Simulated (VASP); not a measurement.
# Si2Ni (I4/mmm) in VASP: further runs

Si2Ni is run at these levels: PBE; tasks: single point.

All numbers are computed with VASP 6.6.1; they aren't measurements. Logs are shortened: lines on timing, memory, paths and dates and some standing lists are left out, and cuts for length are marked.

## 1. The cell of the first run

Symmetry: I4/mmm, No. 139, tetragonal system. Conventional cell: a = 3.909 Å, b = 3.909 Å, c = 5.283 Å, α = 90.00°, β = 90.00°, γ = 90.00°. Within 3.1 Å of Si (site symmetry -4m2) lie 4 Ni at 2.36 Å and 6 Si at 2.64 to 2.76 Å. Within 3.1 Å of Ni (site symmetry 4/mmm) lie 8 Si at 2.36 Å.

## 2. Single point, PBE (strain +0.015 along x and y, -0.030 along z)

The input, INCAR:

```
SYSTEM = Si2Ni
  PREC = Accurate
  ENCUT = 520
  EDIFF = 1E-6
  ISMEAR = 0
  SIGMA = 0.15
  LREAL = .False.
  LASPH = .True.
  NELM = 80
  ALGO = Normal
  ISIF = 2
  LWAVE = .False.
  LCHARG = .False.
  GGA = PE
  NBANDS = 16
```

The input, KPOINTS:

```
Automatic mesh
0
Gamma
  16 16 16
  0 0 0
```

The input, POSCAR:

```
Si2Ni
1.0
    0.0000000000      2.7642640990      2.6417105182
    2.7642640990      0.0000000000      2.6417105182
    2.7642640990      2.7642640990      0.0000000000
Si Ni
2 1
Direct
    0.2500000000      0.2500000000      0.2500000000
    0.7500000000      0.7500000000      0.7500000000
    0.0000000000      0.0000000000      0.0000000000
```

Potentials or basis: VASP PAW PBE potentials, release 64 (Si, Ni).

Run with:

```sh
cat potpaw_PBE.64/Si/POTCAR potpaw_PBE.64/Ni/POTCAR > POTCAR
mpirun -np 1 vasp_std > vasp.out
```

OUTCAR:

```text
SYSTEM = Si2Ni
   PREC = Accurate
   ENCUT = 520
   EDIFF = 1E-6
   ISMEAR = 0
   LREAL = .False.
   LASPH = .True.
   NELM = 80
   ISIF = 2
   GGA = PE

 ion  position               nearest neighbor table
   1  0.250  0.250  0.250-   3 2.36   3 2.36   3 2.36   3 2.36   2 2.64   2 2.64   2 2.76   2 2.76
                             2 2.76   2 2.76
   2  0.750  0.750  0.750-   3 2.36   3 2.36   3 2.36   3 2.36   1 2.64   1 2.64   1 2.76   1 2.76
                             1 2.76   1 2.76
   3  0.000  0.000  0.000-   2 2.36   2 2.36   2 2.36   1 2.36   2 2.36   1 2.36   1 2.36   1 2.36

  LATTYP: Found a body centered tetragonal cell.
 ALAT       =     3.9092597788
 C/A-ratio  =     1.3515144389

  Lattice vectors:

 A1 = (   0.0000000000,  -2.7642640990,  -2.6417105182)
 A2 = (   0.0000000000,   2.7642640990,  -2.6417105182)
 A3 = (   2.7642640990,   0.0000000000,   2.6417105182)

Analysis of symmetry for initial positions (statically):
=====================================================================
 Subroutine PRICEL returns:
 Original cell was already a primitive cell.

 Routine SETGRP: Setting up the symmetry group for a
 body centered tetragonal supercell.

 Subroutine GETGRP returns: Found 16 space group operations
 (whereof 16 operations were pure point group operations)
 out of a pool of 16 trial point group operations.

The static configuration has the point symmetry D_4h.

Analysis of symmetry for dynamics (positions and initial velocities):
=====================================================================
 Subroutine PRICEL returns:
 Original cell was already a primitive cell.

 Routine SETGRP: Setting up the symmetry group for a
 body centered tetragonal supercell.

 Subroutine GETGRP returns: Found 16 space group operations
 (whereof 16 operations were pure point group operations)
 out of a pool of 16 trial point group operations.

The dynamic configuration has the point symmetry D_4h.

 Subroutine INISYM returns: Found 16 space group operations
 (whereof 16 operations are pure point group operations),
 and found     1 'primitive' translations

----------------------------------------------------------------------------------------

                                     Primitive cell

  volume of cell :      40.3714

  direct lattice vectors                    reciprocal lattice vectors
     0.000000000  2.764264099  2.641710518    -0.180879967  0.180879967  0.189271306
     2.764264099  0.000000000  2.641710518     0.180879967 -0.180879967  0.189271306
     2.764264099  2.764264099  0.000000000     0.180879967  0.180879967 -0.189271306

  length of vectors
     3.823583459  3.823583459  3.909259779     0.318211804  0.318211804  0.318211804

  position of ions in fractional coordinates (direct lattice)
     0.250000000  0.250000000  0.250000000
     0.750000000  0.750000000  0.750000000
     0.000000000  0.000000000  0.000000000

  ion indices of the primitive-cell ions
   primitive index   ion index
                 1           1
                 2           2
                 3           3

----------------------------------------------------------------------------------------

 KPOINTS: Automatic mesh

Automatic generation of k-mesh.
 Grid dimensions read from file:
 generate k-points for:   16   16   16

 Generating k-lattice:

  Cartesian coordinates                     Fractional coordinates (reciprocal lattice)
    -0.011304998  0.011304998  0.011829457     0.062500000  0.000000000  0.000000000
     0.011304998 -0.011304998  0.011829457     0.000000000  0.062500000  0.000000000
     0.011304998  0.011304998 -0.011829457    -0.000000000 -0.000000000  0.062500000

  Length of vectors
     0.019888238  0.019888238  0.019888238

  Shift w.r.t. Gamma in fractional coordinates (k-lattice)
     0.000000000  0.000000000  0.000000000

 Subroutine IBZKPT returns following result:
 ===========================================

 Found    349 irreducible k-points:

 Following reciprocal coordinates:
            Coordinates               Weight
  0.000000  0.000000  0.000000      1.000000
  0.062500 -0.000000  0.000000      8.000000
  0.125000 -0.000000  0.000000      8.000000
  0.187500 -0.000000  0.000000      8.000000
  0.250000 -0.000000  0.000000      8.000000
  0.312500  0.000000  0.000000      8.000000
[... 16 lines left out ...]
 -0.125000  0.062500  0.000000      8.000000
 -0.062500  0.062500  0.000000      4.000000
 [... further k-points ...]
   k-points           NKPTS =    349   k-points in BZ     NKDIM =    349   number of bands    NBANDS=     16
   number of dos      NEDOS =    301   number of ions     NIONS =      3
   total plane-waves  NPLWV =  23520
   dimension x,y,z NGX =    28 NGY =   28 NGZ =   30
   dimension x,y,z NGXF=    56 NGYF=   56 NGZF=   60
   ions per type =               2   1
   NGX,Y,Z   is equivalent  to a cutoff of  12.17, 12.17, 12.76 a.u.
   NGXF,Y,Z  is equivalent  to a cutoff of  24.35, 24.35, 25.52 a.u.
 SYSTEM =  Si2Ni
   PREC   = accura    normal or accurate (medium, high low for compatibility)
   ISTART =      0    job   : 0-new  1-cont  2-samecut
   ICHARG =      2    charge: 1-file 2-atom 10-const
   ISPIN  =      1    spin polarized calculation?
   LNONCOLLINEAR =      F non collinear calculations
   LSORBIT =      F    spin-orbit coupling
   LASPH  =      T    aspherical Exc in radial PAW
   ENCUT  =  520.0 eV  38.22 Ry    6.18 a.u.   7.11  7.11  7.27*2*pi/ulx,y,z
   NELM   =     80;   NELMIN=  2; NELMDL= -5     # of ELM steps
   EDIFF  = 0.1E-05   stopping-criterion for ELM
   LREAL  =      F    real-space projection
   EDIFFG = 0.1E-04   stopping-criterion for IOM
   NSW    =      0    number of steps for IOM
   IBRION =     -1    ionic relax: 0-MD 1-quasi-New 2-CG
   NFREE  =      0    steps in history (QN), initial steepest desc. (CG)
   ISIF   =      2    stress and relaxation
   ISYM   =      2    0-nonsym 1-usesym 2-fastsym
   POTIM  = 0.5000    time-step for ionic-motion
   TEBEG  =    0.0;   TEEND  =   0.0 temperature during run
   PSTRESS=    0.0 pullay stress
   NELECT =      18.0000    total number of electrons
   NUPDOWN=      -1.0000    fix difference up-down
   EMIN   =  10.00;   EMAX   =-10.00  energy-range for DOS
   EFERMI =   0.00;   METHOD = LEGACY
   ISMEAR =     0;   SIGMA  =   0.15  broadening in eV -4-tet -1-fermi 0-gaus
   EFERMI_NEDOS =   21; number of points for ismear=-14 and -15
   IALGO  =     38    algorithm
   IMIX   =      4    mixing-type and parameters
     AMIX     =   0.40;   BMIX     =  1.00
     AMIX_MAG =   1.60;   BMIX_MAG =  1.00
  volume/ion in A,a.u.               =      13.46        90.81
  Fermi-wavevector in a.u.,A,eV,Ry     =   1.250665  2.363414 21.281720  1.564162
  Thomas-Fermi vector in A             =   2.384648
   LORBIT       =      0    0 simple, 1 ext, 2 COOP (PROOUT), +10 PAW based schemes
   GGA     = PE    functional components
   LHFCALC =     F    Hartree Fock is set to
   AEXX    =    0.0000 exact exchange contribution
   IVDW    =     0    specifies the selected vdW correction
   LEPSILON=     F    determine dielectric tensor
   LRPA    =     F    only Hartree local field effects (RPA)
 non-spin polarized calculation
 Gauss-broadening in eV      SIGMA  =   0.15
  energy-cutoff  :      520.00
  volume of cell :       40.37
 maximum number of plane-waves:      1103
   NGX = 15   NGY = 15   NGZ = 15

 number of electron      17.9999996 magnetization

 Free energy of the ion-electron system (eV)
  ---------------------------------------------------
  ext. energy  EPLUGINS =         0.00000000
  ---------------------------------------------------
  free energy    TOTEN  =       -17.36518877 eV

  energy without entropy =      -17.35497790  energy(sigma->0) =      -17.36008333

 E-fermi :  10.0878     XC(G=0): -11.4874

 val. band max:       10.0872934966   @ k =  -0.3750   0.5000   0.1250
 cond. band min:      10.0892271945   @ k =   0.2500   0.1875   0.0625
 fundamental gap:      0.0019336979
 Fermi energy:        10.0877584686

 k-point     1 :       0.0000    0.0000    0.0000
  band No.  band energies     occupation
      1      -3.5220      2.00000
      2       4.9684      2.00000
      3       5.1307      2.00000
      4       5.1307      2.00000
      5       6.6786      2.00000
      6       6.8010      2.00000
[... 8 lines left out ...]
     15      14.3454      0.00000
     16      15.8382      0.00000

 k-point     2 :       0.0625   -0.0000    0.0000
  band No.  band energies     occupation
      1      -3.4650      2.00000
      2       4.9033      2.00000
      3       5.0919      2.00000
      4       5.1469      2.00000
      5       6.6680      2.00000
      6       6.7897      2.00000
[... 8 lines left out ...]
     15      14.2391      0.00000
     16      15.5014      0.00000

 k-point     3 :       0.1250   -0.0000    0.0000
  band No.  band energies     occupation
      1      -3.2945      2.00000
      2       4.5793      2.00000
      3       5.1200      2.00000
      4       5.1925      2.00000
      5       6.6418      2.00000
      6       6.7608      2.00000
[... 8 lines left out ...]
     15      14.4441      0.00000
     16      15.0188      0.00000

 k-point     4 :       0.1875   -0.0000    0.0000
  band No.  band energies     occupation
      1      -3.0120      2.00000
      2       4.0385      2.00000
      3       5.2025      2.00000
      4       5.2590      2.00000
      5       6.6167      2.00000
      6       6.7273      2.00000
[... 8 lines left out ...]
     15      14.8524      0.00000
     16      15.3647      0.00000
[... 324 lines left out ...]
 k-point    22 :      -0.1875    0.0625    0.0000
  band No.  band energies     occupation
      1      -2.8594      2.00000
      2       3.8945      2.00000
      3       5.1073      2.00000
      4       5.3618      2.00000
      5       6.5076      2.00000
      6       6.7753      2.00000
[... 8 lines left out ...]
     15      15.3496      0.00000
     16      16.3759      0.00000

 k-point    23 :      -0.1250    0.0625    0.0000
  band No.  band energies     occupation
      1      -3.1728      2.00000
      2       4.4729      2.00000
      3       5.0250      2.00000
      4       5.2704      2.00000
      5       6.5596      2.00000
      6       6.7844      2.00000
[... 8 lines left out ...]
     15      15.1898      0.00000
     16      15.9191      0.00000

 k-point    24 :      -0.0625    0.0625    0.0000
  band No.  band energies     occupation
      1      -3.3754      2.00000
      2       4.8616      2.00000
      3       4.9752      2.00000
      4       5.1947      2.00000
      5       6.6199      2.00000
      6       6.7945      2.00000
[... 8 lines left out ...]
     15      14.2471      0.00000
     16      15.9989      0.00000

 [... further k-points ...]

------------------------ aborting loop because EDIFF is reached ----------------------------------------

  FORCE on cell =-STRESS in cart. coord.  units (eV):
  Direction    XX          YY          ZZ          XY          YZ          ZX
  --------------------------------------------------------------------------------------
  -------------------------------------------------------------------------------------
  Total       -0.2304123     -0.2304123      0.3616065      0.0000000      0.0000000     -0.0000000
  in kB       -9.1441216     -9.1441216     14.3506807      0.0000000      0.0000000     -0.0000000
  external PRESSURE =      -1.3125209 kB  Pullay stress =       0.0000000 kB

 VOLUME and BASIS-vectors are now :
 -----------------------------------------------------------------------------
  energy-cutoff  :      520.00
  volume of cell :       40.37
      direct lattice vectors                 reciprocal lattice vectors
     0.000000000  2.764264099  2.641710518    -0.180879967  0.180879967  0.189271306
     2.764264099  0.000000000  2.641710518     0.180879967 -0.180879967  0.189271306
     2.764264099  2.764264099  0.000000000     0.180879967  0.180879967 -0.189271306

 POSITION                                       TOTAL-FORCE (eV/Angst)
 -----------------------------------------------------------------------------------
      1.38213      1.38213      1.32086         0.000000      0.000000      0.000000
      4.14640      4.14640      3.96257        -0.000000     -0.000000     -0.000000
      0.00000      0.00000      0.00000         0.000000      0.000000      0.000000
 -----------------------------------------------------------------------------------
    total drift:                               -0.000000     -0.000000      0.000000

  FREE ENERGIE OF THE ION-ELECTRON SYSTEM (eV)
  ---------------------------------------------------
  free  energy   TOTEN  =       -17.3651887684 eV

  energy  without entropy=      -17.3549779006  energy(sigma->0) =      -17.36008333
```

It took 2.5 min on 1 thread of Intel Xeon 6975P-C (Granite Rapids), shared host; peak memory 0.33 GiB.

Results:

```yaml
Free_energy: -17.3652 eV
Pressure: -0.1 GPa
Band_gap_on_the_k_mesh: zero (bands 9 and 10 overlap by 2.50 eV)
```

Levels at points of the mesh, in eV from the Fermi level:
```
           k point  band 5  band 6  band 7  band 8  band 9  band 10  band 11  band 12  band 13  band 14
(0.00, 0.00, 0.00)   -3.41   -3.29   -0.41    1.34    1.90     1.90     2.19     2.19     2.68     4.26
(0.50, 0.00, 0.00)   -3.57   -3.17   -3.15   -1.51   -1.22     1.74     1.77     1.85     2.68     8.89
(0.50, 0.50, 0.00)   -4.55   -3.42   -3.42   -3.19   -2.97    -0.59     1.33     7.87     8.05     8.05
(0.50, 0.00, 0.50)   -4.04   -3.54   -3.38   -3.33   -2.94    -0.31     1.59     7.55     7.69     8.99
```

Caveat: the cell differs from its parent crystal (strain +0.015 along x and y, -0.030 along z).

## 3. Single point, PBE (strain +0.030 along x and y, -0.030 along z)

The input, INCAR:

```
SYSTEM = Si2Ni
PREC = Accurate ; ENCUT = 520
EDIFF = 1E-7 ; ISMEAR = 0
SIGMA = 0.15 ; LREAL = .False.
LASPH = .True. ; NELM = 100
ALGO = Normal ; ISIF = 2
LWAVE = .False. ; LCHARG = .False.
GGA = PE ; NBANDS = 16
```

The input, KPOINTS:

```
regular mesh
0
Gamma
  16 16 16
  0 0 0
```

The input, POSCAR:

```
Si2Ni
1.0
    0.0000000000      2.8051152926      2.6417105182
    2.8051152926      0.0000000000      2.6417105182
    2.8051152926      2.8051152926      0.0000000000
Si Ni
2 1
Direct
    0.2500000000      0.2500000000      0.2500000000
    0.7500000000      0.7500000000      0.7500000000
    0.0000000000      0.0000000000      0.0000000000
```

Potentials or basis: VASP PAW PBE potentials, release 64 (Si, Ni).

Run with:

```sh
cat potpaw_PBE.64/Si/POTCAR potpaw_PBE.64/Ni/POTCAR > POTCAR
mpirun -np 1 vasp_std > vasp.out
```

Wall time 2.1 min (1 thread of AMD EPYC 9R45 (Zen 5), shared host); peak memory 0.31 GiB.

Results (log left out):

```yaml
Free_energy: -17.3432 eV
Pressure: -3.9 GPa
Band_gap_on_the_k_mesh: zero (bands 9 and 10 overlap by 2.61 eV)
```

Stress tensor (GPa, compression positive):
```
-4.97  0.00  0.00
 0.00 -4.97  0.00
 0.00  0.00 -1.87
```

Levels at points of the mesh, in eV from the Fermi level:
| k point | band 5 | band 6 | band 7 | band 8 | band 9 | band 10 | band 11 | band 12 | band 13 | band 14 |
| --- | --- | --- | --- | --- | --- | --- | --- | --- | --- | --- |
| (0.00, 0.00, 0.00) | -3.24 | -3.08 | -0.59 | 1.22 | 1.95 | 1.95 | 2.20 | 2.20 | 2.86 | 4.12 |
| (0.50, 0.00, 0.00) | -3.40 | -2.99 | -2.97 | -1.45 | -1.09 | 1.66 | 1.77 | 1.87 | 2.67 | 8.73 |
| (0.50, 0.50, 0.00) | -4.43 | -3.24 | -3.24 | -2.99 | -2.81 | -0.64 | 1.36 | 7.82 | 7.82 | 7.94 |
| (0.50, 0.00, 0.50) | -3.77 | -3.38 | -3.18 | -3.17 | -2.76 | -0.29 | 1.71 | 7.18 | 7.67 | 8.94 |

Caveat: the cell differs from its parent crystal (strain +0.030 along x and y, -0.030 along z); the cell stands under tension.

## 4. Single point, PBE (strain +0.030 along x and y, -0.015 along z)

The input, INCAR:

```
SYSTEM = Si2Ni
ALGO     = Normal         ! electronic algorithm
EDIFF    = 1E-6           ! SCF threshold, eV
ENCUT    = 520            ! plane-wave cutoff, eV
GGA      = PE             ! functional
ISIF     = 2              ! what is computed and relaxed
ISMEAR   = 0              ! smearing method
LASPH    = .True.         ! aspherical terms in the spheres
LCHARG   = .True.         ! write CHGCAR
LELF     = .True.         ! ELF
LREAL    = .False.        ! projectors in reciprocal space
LVHAR    = .True.       
LWAVE    = .False.        ! write WAVECAR
NBANDS   = 16             ! bands
NELM     = 100            ! most SCF steps
PREC     = Accurate       ! precision mode
SIGMA    = 0.15           ! smearing width, eV
```

The input, KPOINTS:

```
k-points
0
Gamma
  16 16 16
  0 0 0
```

The input, POSCAR:

```
Si2Ni
1.0
    0.0000000000      2.8051152926      2.6825617118
    2.8051152926      0.0000000000      2.6825617118
    2.8051152926      2.8051152926      0.0000000000
Si Ni
2 1
Direct
    0.2500000000      0.2500000000      0.2500000000
    0.7500000000      0.7500000000      0.7500000000
    0.0000000000      0.0000000000      0.0000000000
```

Run with:

```sh
cat potpaw_PBE.64/Si/POTCAR potpaw_PBE.64/Ni/POTCAR > POTCAR
mpirun -np 1 vasp_std > vasp.out
```

Wall time 2 min (1 thread of AMD EPYC 9R45 (Zen 5), shared host); peak memory 0.31 GiB.

The run converged. Its results:

| Property | Result |
| --- | --- |
| Free energy | -17.3307 eV |
| Pressure | -5.9 GPa |
| Band gap on the k mesh | zero (bands 9 and 10 overlap by 2.50 eV) |

Stress tensor (GPa, compression positive):
```
-6.63  0.00  0.00
 0.00 -6.63  0.00
 0.00  0.00 -4.43
```

Levels at points of the mesh, in eV from the Fermi level:
| k point | band 6 | band 7 | band 8 | band 9 | band 10 | band 11 | band 12 | band 13 |
| --- | --- | --- | --- | --- | --- | --- | --- | --- |
| (0.00, 0.00, 0.00) | -3.03 | -0.72 | 1.33 | 1.87 | 1.87 | 2.28 | 2.28 | 2.78 |
| (0.50, 0.00, 0.00) | -2.92 | -2.91 | -1.36 | -1.08 | 1.72 | 1.79 | 1.80 | 2.49 |
| (0.50, 0.50, 0.00) | -3.17 | -3.17 | -2.95 | -2.74 | -0.59 | 1.45 | 7.74 | 7.74 |
| (0.50, 0.00, 0.50) | -3.28 | -3.12 | -3.08 | -2.71 | -0.34 | 1.71 | 7.28 | 7.74 |

Caveat: the cell differs from its parent crystal (strain +0.030 along x and y, -0.015 along z); the cell stands under tension. Spin polarisation is off, so any magnetic state and its effect on volume and gap are missing.

## 5. Overview

```csv
cell,gap on the mesh (eV),pressure (GPa)
"a = 3.824, b = 3.824, c = 3.909 Å, angles 59.3, 59.3, 61.5°, 3 atoms",none,-0.1
"a = 3.853, b = 3.853, c = 3.967 Å, angles 59.0, 59.0, 62.0°, 3 atoms",none,-3.9
"a = 3.881, b = 3.881, c = 3.967 Å, angles 59.3, 59.3, 61.5°, 3 atoms",none,-5.9
```

Alike in all rows: task single point; level PBE; potentials or basis VASP PAW PBE potentials, release 64 (Si, Ni); no spin polarisation; k mesh 16 × 16 × 16; cutoff (eV) 520; smearing gaussian 0.15 eV.

Caveats: the cell stands under tension (at least some runs).

Absolute energies hang on the potentials; compare differences alone.
